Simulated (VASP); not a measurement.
Here is a VASP 6.6.1 calculation.

Contents of INCAR:

```
PREC = Accurate ; ENCUT = 520
EDIFF = 1E-6 ; ISMEAR = -1
SIGMA = 0.05 ; LREAL = F
LASPH = T ; NELM = 80
ALGO = Normal ; ISIF = 2
LWAVE = F ; LCHARG = T
GGA = PE ; LELF = T
LVHAR = T ; NBANDS = 32
```

Contents of KPOINTS:

```
regular mesh
0
Gamma
  6 6 6
```

File POSCAR:

```
Zr3S2
1.0
    2.8935995517      1.6706204801      3.4831235558
   -2.8935995517      1.6706204801      3.4831235558
    0.0000000000     -3.3412409602      3.4831235559
Zr S
3 2
Direct
    0.8381720269      0.5000000000      0.1618279731
    0.5000000000      0.1618279731      0.8381720269
    0.1618279731      0.8381720269      0.5000000000
    0.6650980939      0.6650980939      0.6650980939
    0.3349019061      0.3349019061      0.3349019061
```

Potentials or basis: VASP PAW PBE potentials, release 64 (Zr_sv, S).

Run with:

```sh
$ cat potpaw_PBE.64/Zr_sv/POTCAR potpaw_PBE.64/S/POTCAR > POTCAR
$ mpirun -np 1 vasp_std > vasp.out
```

What does it give for the largest force?

0.004 eV/Å.

Predict the pressure.

0.0 GPa.

Forces on the atoms (eV/Å):
```
Zr   0.002  0.003  0.000
Zr   0.002 -0.003  0.000
Zr  -0.003  0.000  0.000
S    0.000  0.000 -0.004
S    0.000  0.000  0.004
```
